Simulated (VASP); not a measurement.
# La (P6/mmm) in VASP: further runs

Runs on La. Level: PBEsol. Tasks: single point, relaxation of cell and atoms.

All numbers are computed with VASP 6.6.1; they aren't measurements. Logs are shortened: lines on timing, memory, paths and dates and some standing lists are left out, and cuts for length are marked.

## Step 1: The cell of the first run

The structure is hexagonal, space group P6/mmm (No. 191). The conventional cell has a = 5.806 Å, b = 5.806 Å, c = 3.518 Å, α = 90.00°, β = 90.00°, γ = 120.00°. La (site symmetry 6/mmm) has 14 La at 3.52 to 3.79 Å within 4.6 Å. Within 4.4 Å of La (site symmetry -6m2) lie 11 La at 3.35 to 3.79 Å.

This isn't the form of La at room conditions, which is double hcp.

## Step 2: Single point, PBEsol

File INCAR:

```
SYSTEM = La
ALGO = Normal ; EDIFF = 1E-6
ENCUT = 520 ; GGA = PS
ISIF = 2 ; ISMEAR = -1
LASPH = .TRUE. ; LCHARG = .TRUE.
LELF = .TRUE. ; LREAL = .FALSE.
LVHAR = .TRUE. ; LWAVE = .FALSE.
NBANDS = 24 ; NELM = 80
PREC = Accurate ; SIGMA = 0.1
```

File KPOINTS:

```
k-points
0
G
  8 8 12
  0 0 0
```

File POSCAR:

```
La
1.0
    5.8062553976      0.0000000000      0.0000000000
   -2.9031276988      5.0283646751      0.0000000000
    0.0000000000      0.0000000000      3.5182963769
La
3
Direct
    0.0000000000      0.0000000000      0.0000000000
    0.3333333333      0.6666666667      0.5000000000
    0.6666666667      0.3333333333      0.5000000000
```

Potentials or basis: VASP PAW PBE potentials, release 64 (La).

The run is started by

```bash
$ cat potpaw_PBE.64/La/POTCAR > POTCAR
$ mpirun -np 1 vasp_std > vasp.out
```

OUTCAR:

```text
SYSTEM = La
   EDIFF = 1E-6
   ENCUT = 520
   GGA = PS
   ISIF = 2
   ISMEAR = -1
   LASPH = .TRUE.
   LREAL = .FALSE.
   NELM = 80
   PREC = Accurate

 ion  position               nearest neighbor table
   1  0.000  0.000  0.000-
   2  0.333  0.667  0.500-   3 3.35   3 3.35   3 3.35
   3  0.667  0.333  0.500-   2 3.35   2 3.35   2 3.35

  LATTYP: Found a hexagonal cell.
 ALAT       =     5.8062553976
 C/A-ratio  =     0.6059492971

  Lattice vectors:

 A1 = (   5.8062553976,   0.0000000000,   0.0000000000)
 A2 = (  -2.9031276988,   5.0283646751,   0.0000000000)
 A3 = (   0.0000000000,   0.0000000000,   3.5182963769)

Analysis of symmetry for initial positions (statically):
=====================================================================
 Subroutine PRICEL returns:
 Original cell was already a primitive cell.

 Routine SETGRP: Setting up the symmetry group for a
 hexagonal supercell.

 Subroutine GETGRP returns: Found 24 space group operations
 (whereof 24 operations were pure point group operations)
 out of a pool of 24 trial point group operations.

The static configuration has the point symmetry D_6h.

Analysis of symmetry for dynamics (positions and initial velocities):
=====================================================================
 Subroutine PRICEL returns:
 Original cell was already a primitive cell.

 Routine SETGRP: Setting up the symmetry group for a
 hexagonal supercell.

 Subroutine GETGRP returns: Found 24 space group operations
 (whereof 24 operations were pure point group operations)
 out of a pool of 24 trial point group operations.

The dynamic configuration has the point symmetry D_6h.

 Subroutine INISYM returns: Found 24 space group operations
 (whereof 24 operations are pure point group operations),
 and found     1 'primitive' translations

----------------------------------------------------------------------------------------

                                     Primitive cell

  volume of cell :     102.7201

  direct lattice vectors                    reciprocal lattice vectors
     5.806255398  0.000000000  0.000000000     0.172228042  0.099435907  0.000000000
    -2.903127699  5.028364675  0.000000000     0.000000000  0.198871813  0.000000000
     0.000000000  0.000000000  3.518296377     0.000000000  0.000000000  0.284228471

  length of vectors
     5.806255398  5.806255398  3.518296377     0.198871813  0.198871813  0.284228471

  position of ions in fractional coordinates (direct lattice)
     0.000000000  0.000000000  0.000000000
     0.333333333  0.666666667  0.500000000
     0.666666667  0.333333333  0.500000000

  ion indices of the primitive-cell ions
   primitive index   ion index
                 1           1
                 2           2
                 3           3

----------------------------------------------------------------------------------------

 KPOINTS: k-points

Automatic generation of k-mesh.
 Grid dimensions read from file:
 generate k-points for:    8    8   12

 Generating k-lattice:

  Cartesian coordinates                     Fractional coordinates (reciprocal lattice)
     0.021528505  0.012429488  0.000000000     0.125000000 -0.000000000  0.000000000
     0.000000000  0.024858977  0.000000000     0.000000000  0.125000000  0.000000000
     0.000000000  0.000000000  0.023685706     0.000000000  0.000000000  0.083333333

  Length of vectors
     0.024858977  0.024858977  0.023685706

  Shift w.r.t. Gamma in fractional coordinates (k-lattice)
     0.000000000  0.000000000  0.000000000

 Subroutine IBZKPT returns following result:
 ===========================================

 Found     70 irreducible k-points:

 Following reciprocal coordinates:
            Coordinates               Weight
  0.000000  0.000000  0.000000      1.000000
  0.125000  0.000000  0.000000      6.000000
  0.250000  0.000000  0.000000      6.000000
  0.375000 -0.000000  0.000000      6.000000
  0.500000  0.000000  0.000000      3.000000
  0.125000  0.125000  0.000000      6.000000
[... 16 lines left out ...]
  0.250000  0.000000  0.166667     12.000000
  0.375000 -0.000000  0.166667     12.000000
 [... further k-points ...]
   k-points           NKPTS =     70   k-points in BZ     NKDIM =     70   number of bands    NBANDS=     24
   number of dos      NEDOS =    301   number of ions     NIONS =      3
   total plane-waves  NPLWV =  64512
   dimension x,y,z NGX =    48 NGY =   48 NGZ =   28
   dimension x,y,z NGXF=    96 NGYF=   96 NGZF=   56
   ions per type =               3
   NGX,Y,Z   is equivalent  to a cutoff of  13.74, 13.74, 13.23 a.u.
   NGXF,Y,Z  is equivalent  to a cutoff of  27.49, 27.49, 26.46 a.u.
 SYSTEM =  La
   PREC   = accura    normal or accurate (medium, high low for compatibility)
   ISTART =      0    job   : 0-new  1-cont  2-samecut
   ICHARG =      2    charge: 1-file 2-atom 10-const
   ISPIN  =      1    spin polarized calculation?
   LNONCOLLINEAR =      F non collinear calculations
   LSORBIT =      F    spin-orbit coupling
   LASPH  =      T    aspherical Exc in radial PAW
   ENCUT  =  520.0 eV  38.22 Ry    6.18 a.u.  10.80 10.80  6.54*2*pi/ulx,y,z
   NELM   =     80;   NELMIN=  2; NELMDL= -5     # of ELM steps
   EDIFF  = 0.1E-05   stopping-criterion for ELM
   LREAL  =      F    real-space projection
   EDIFFG = 0.1E-04   stopping-criterion for IOM
   NSW    =      0    number of steps for IOM
   IBRION =     -1    ionic relax: 0-MD 1-quasi-New 2-CG
   NFREE  =      0    steps in history (QN), initial steepest desc. (CG)
   ISIF   =      2    stress and relaxation
   ISYM   =      2    0-nonsym 1-usesym 2-fastsym
   POTIM  = 0.5000    time-step for ionic-motion
   TEBEG  =    0.0;   TEEND  =   0.0 temperature during run
   PSTRESS=    0.0 pullay stress
   NELECT =      33.0000    total number of electrons
   NUPDOWN=      -1.0000    fix difference up-down
   EMIN   =  10.00;   EMAX   =-10.00  energy-range for DOS
   EFERMI =   0.00;   METHOD = LEGACY
   ISMEAR =    -1;   SIGMA  =   0.10  broadening in eV -4-tet -1-fermi 0-gaus
   EFERMI_NEDOS =   21; number of points for ismear=-14 and -15
   IALGO  =     38    algorithm
   IMIX   =      4    mixing-type and parameters
     AMIX     =   0.40;   BMIX     =  1.00
     AMIX_MAG =   1.60;   BMIX_MAG =  1.00
  volume/ion in A,a.u.               =      34.24       231.06
  Fermi-wavevector in a.u.,A,eV,Ry     =   1.121229  2.118816 17.104629  1.257155
  Thomas-Fermi vector in A             =   2.257881
   LORBIT       =      0    0 simple, 1 ext, 2 COOP (PROOUT), +10 PAW based schemes
   GGA     = PS    functional components
   LHFCALC =     F    Hartree Fock is set to
   AEXX    =    0.0000 exact exchange contribution
   IVDW    =     0    specifies the selected vdW correction
   LEPSILON=     F    determine dielectric tensor
   LRPA    =     F    only Hartree local field effects (RPA)
 non-spin polarized calculation
  energy-cutoff  :      520.00
  volume of cell :      102.72
 maximum number of plane-waves:      2797
 NGX is ok and might be reduce to    48
   NGX = 21   NGY = 21   NGZ = 13

 number of electron      32.9999999 magnetization

 Free energy of the ion-electron system (eV)
  ---------------------------------------------------
  ext. energy  EPLUGINS =         0.00000000
  ---------------------------------------------------
  free energy    TOTEN  =       -16.01473890 eV

  energy without entropy =      -15.87487786  energy(sigma->0) =      -15.94480838

 E-fermi :   8.4830     XC(G=0): -10.0166

 val. band max:        8.4662727043   @ k =   0.5000   0.0000   0.5000
 cond. band min:       8.4849165025   @ k =   0.3750   0.2500   0.0833
 fundamental gap:      0.0186437981
 Fermi energy:         8.4829541094

 k-point     1 :       0.0000    0.0000    0.0000
  band No.  band energies     occupation
      1     -24.2831      2.00000
      2     -23.9698      2.00000
      3     -23.8935      2.00000
      4      -8.4494      2.00000
      5      -8.4494      2.00000
      6      -8.0882      2.00000
[... 16 lines left out ...]
     23      10.2800      0.00000
     24      10.4806      0.00000

 k-point     2 :       0.1250    0.0000    0.0000
  band No.  band energies     occupation
      1     -24.2683      2.00000
      2     -23.9745      2.00000
      3     -23.9051      2.00000
      4      -8.5447      2.00000
      5      -8.4965      2.00000
      6      -7.9689      2.00000
[... 16 lines left out ...]
     23      10.3180      0.00000
     24      10.4741      0.00000

 k-point     3 :       0.2500    0.0000    0.0000
  band No.  band energies     occupation
      1     -24.2266      2.00000
      2     -23.9889      2.00000
      3     -23.9358      2.00000
      4      -8.6852      2.00000
      5      -8.4938      2.00000
      6      -7.7612      2.00000
[... 16 lines left out ...]
     23      10.2795      0.00000
     24      10.3761      0.00000

 k-point     4 :       0.3750   -0.0000    0.0000
  band No.  band energies     occupation
      1     -24.1664      2.00000
      2     -24.0226      2.00000
      3     -23.9656      2.00000
      4      -8.7830      2.00000
      5      -8.3634      2.00000
      6      -7.7246      2.00000
[... 16 lines left out ...]
     23      10.4238      0.00000
     24      10.4339      0.00000

 k-point     5 :       0.5000    0.0000    0.0000
  band No.  band energies     occupation
      1     -24.1168      2.00000
      2     -24.0648      2.00000
      3     -23.9745      2.00000
      4      -8.8173      2.00000
      5      -8.1868      2.00000
      6      -7.9733      2.00000
[... 451 lines left out ...]
 k-point    22 :       0.1250    0.0000    0.1667
  band No.  band energies     occupation
      1     -24.2242      2.00000
      2     -23.9535      2.00000
      3     -23.8738      2.00000
      4      -8.4797      2.00000
      5      -8.4344      2.00000
      6      -7.9099      2.00000
[... 16 lines left out ...]
     23      10.0631      0.00000
     24      10.3447      0.00000

 k-point    23 :       0.2500    0.0000    0.1667
  band No.  band energies     occupation
      1     -24.1849      2.00000
      2     -23.9649      2.00000
      3     -23.9047      2.00000
      4      -8.6033      2.00000
      5      -8.4333      2.00000
      6      -7.7869      2.00000
[... 16 lines left out ...]
     23      10.0751      0.00000
     24      10.1982      0.00000

 k-point    24 :       0.3750   -0.0000    0.1667
  band No.  band energies     occupation
      1     -24.1285      2.00000
      2     -23.9918      2.00000
      3     -23.9372      2.00000
      4      -8.6923      2.00000
      5      -8.3332      2.00000
      6      -7.8301      2.00000
[... 16 lines left out ...]
     23      10.0696      0.00000
     24      10.2121      0.00000

 [... further k-points ...]
[... 5 lines left out ...]
  --------------------------------------------------------------------------------------
  -------------------------------------------------------------------------------------
  Total       -0.0018108     -0.0018108      0.0195329      0.0000000     -0.0000000      0.0000000
  in kB       -0.0282435     -0.0282435      0.3046650      0.0000000     -0.0000000      0.0000000
  external PRESSURE =       0.0827260 kB  Pullay stress =       0.0000000 kB

 VOLUME and BASIS-vectors are now :
 -----------------------------------------------------------------------------
  energy-cutoff  :      520.00
  volume of cell :      102.72
      direct lattice vectors                 reciprocal lattice vectors
     5.806255398  0.000000000  0.000000000     0.172228042  0.099435907  0.000000000
    -2.903127699  5.028364675  0.000000000     0.000000000  0.198871813  0.000000000
     0.000000000  0.000000000  3.518296377     0.000000000  0.000000000  0.284228471

 POSITION                                       TOTAL-FORCE (eV/Angst)
 -----------------------------------------------------------------------------------
      0.00000      0.00000      0.00000        -0.000000     -0.000000      0.000000
     -0.00000      3.35224      1.75915         0.000000     -0.000000      0.000000
      2.90313      1.67612      1.75915        -0.000000      0.000000     -0.000000
 -----------------------------------------------------------------------------------
    total drift:                               -0.000000      0.000000     -0.000000

  FREE ENERGIE OF THE ION-ELECTRON SYSTEM (eV)
  ---------------------------------------------------
  free  energy   TOTEN  =       -16.0147389048 eV

  energy  without entropy=      -15.8748778608  energy(sigma->0) =      -15.94480838
```

Run time: 3.1 min. Hardware: 1 thread of Intel Xeon Platinum 8488C (Sapphire Rapids), shared host; peak memory 0.34 GiB.

Results:

* Free energy: -16.0147 eV
* Pressure: 0.0 GPa
* Band gap on the k mesh: zero (an odd number of electrons rules out a gap without spin polarisation)

Levels at points of the mesh, in eV from the Fermi level:
| k point | band 15 | band 16 | band 17 | band 18 | band 19 | band 20 |
| --- | --- | --- | --- | --- | --- | --- |
| (0.00, 0.00, 0.00) | 0.37 | 0.69 | 0.69 | 0.74 | 0.74 | 1.04 |
| (0.50, 0.00, 0.00) | -1.19 | -0.17 | -0.15 | 0.17 | 0.38 | 1.34 |
| (0.00, 0.00, 0.50) | -1.01 | -1.01 | -0.28 | 0.47 | 1.20 | 1.20 |
| (0.50, 0.00, 0.50) | -1.18 | -0.88 | -0.02 | 0.44 | 0.57 | 1.05 |

Caveat: the PAW data sets were made with another functional, which shifts forces and pressure a little; spin-orbit coupling is left out, which moves the levels of the heavy elements.

[end of part 1 of 2]
